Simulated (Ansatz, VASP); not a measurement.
**BaTiO3: VASP beside Ansatz**

```
CELL_PARAMETERS angstrom
3.98550 0.00000 0.00000
0.00000 2.83690 2.84515
0.00000 -2.83690 2.84515
ATOMIC_POSITIONS crystal
Ba 0.00000 0.00000 0.00000
Ti 0.50000 0.51240 0.51240
O 0.50000 0.99184 0.50524
O 0.50000 0.50524 0.99184
O 0.00000 0.48740 0.48740
```

Alike in both runs: functional r2SCAN; k mesh 6 × 6 × 6; no spin polarisation.

|  | VASP | Ansatz |
| --- | --- | --- |
| version | VASP 6.6.1 | Ansatz 0.2.0 |
| potentials or method | VASP PAW PBE potentials, release 64 (Ba_sv, Ti_sv, O) | Ansatz PAW |
| plane-wave cutoff (eV) | 520 | 500 |
| occupations | gaussian, width 0.01 eV | fixed |
| valence electrons in the cell | 40 | 40 |
| task | single point | band structure |

```csv
,VASP,Ansatz,Ansatz less VASP
gap on the k mesh at the Fermi level (eV),2.24,2.26,+0.022
least direct gap on the mesh (eV),2.46,2.44,-0.019
pressure (GPa),1.1,-0.9,-1.95
"traceless stress, the component that is largest in VASP (GPa)",-0.40,-0.41,-0.009
rms of the force components (eV/Å),0.132,0.149,+0.0171
```

VASP's potentials were made for PBE, not for r2SCAN. Atom by atom the forces differ by 0.034 eV/Å (rms over components).

Neither program's run includes spin-orbit coupling.
